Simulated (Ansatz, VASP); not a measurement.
**Two plane-wave programs on Fe**

File POSCAR:

```
Fe
1.0
    2.4517979394      0.0000000000      0.0000000000
   -1.2258989697      2.1233193005      0.0000000000
    0.0000000000      0.0000000000      2.2908986996
Fe
1
Direct
    0.0000000000      0.0000000000      0.0000000000
```

The input INCAR.step1:

```
ALGO = Normal
EDIFF = 1E-4
ENCUT = 600
GGA = PE
ISMEAR = 0
ISPIN = 2
LASPH = True
LCHARG = False
LMAXMIX = 4
LREAL = False
LWAVE = True
MAGMOM = 2.98
NELM = 150
PREC = Accurate
SIGMA = 0.1
```

INCAR.step2

```
ALGO = Normal
EDIFF = 1E-6
EDIFFG = -0.04
ENCUT = 600
IBRION = 2
ISIF = 3
ISMEAR = 0
ISPIN = 2
ISTART = 1
LASPH = True
LCHARG = False
LMAXMIX = 4
LMIXTAU = True
LORBIT = 11
LREAL = False
LWAVE = False
MAGMOM = 2.98
METAGGA = R2SCAN
NELM = 150
NSW = 90
PREC = Accurate
SIGMA = 0.1
```

KPOINTS

```
k-points
0
Gamma
  9 9 8
```

Input for Ansatz:

```yaml
crystal:
  lattice:
    - [2.4517979394, 0.0, 0.0]
    - [-1.2258989697, 2.1233193005, 0.0]
    - [0.0, 0.0, 2.2908986996]
  atoms:
    - { symbol: Fe, position: [0.0, 0.0, 0.0], spin: 2.98 }
basis:
  ecutwfc: 500
kpoints:
  mp_grid: { grid: [9, 9, 8] }
hamiltonian:
  xc: r2scan
scf:
  occupations: { method: gaussian, width: 0.1 }
  lower_state_search: "off"
output:
  forces: true
  stress: true
  eigenvalues: true
  populations: true
magnetization:
  spin_polarized: true
relax:
  adjacent_minimum: "off"
  f_tol: 0.04
  max_steps: 70
  cell: { stress_tol: 0.4 }
```

Alike in both runs: task relaxation of cell and atoms; functional r2SCAN; k mesh 9 × 9 × 8; occupations gaussian, width 0.1 eV; collinear spin.

|  | VASP | Ansatz |
| --- | --- | --- |
| version | VASP 6.6.1 | Ansatz 0.2.0 |
| potentials or method | VASP PAW PBE potentials, release 64 (Fe), cutoff 600 eV | scalar-relativistic, plane waves, PAW |
| valence electrons in the cell | 8 | 16 |

```csv
,VASP,Ansatz,Ansatz less VASP
"gap on the k mesh at the Fermi level, each at its own relaxed structure (eV)",none,none,-
net moment per atom (μB),2.91,2.92,+0.007
size of the moment on the site where the two differ most (μB),2.95,2.97,+0.022
relaxed volume (Å³/atom),13.14,13.17,+0.033
relaxed length of the cell vector where the two differ most in proportion (Å),2.396,2.401,+0.0051
```

VASP's potentials were made for PBE, not for r2SCAN. Site moments also hang on the region over which each program counts them. A gap of «none» marks a metal or a gap that the smearing closes. VASP's potentials hold 8 valence electrons a cell and Ansatz's 16, so a difference there can come from the potentials and not from the codes.
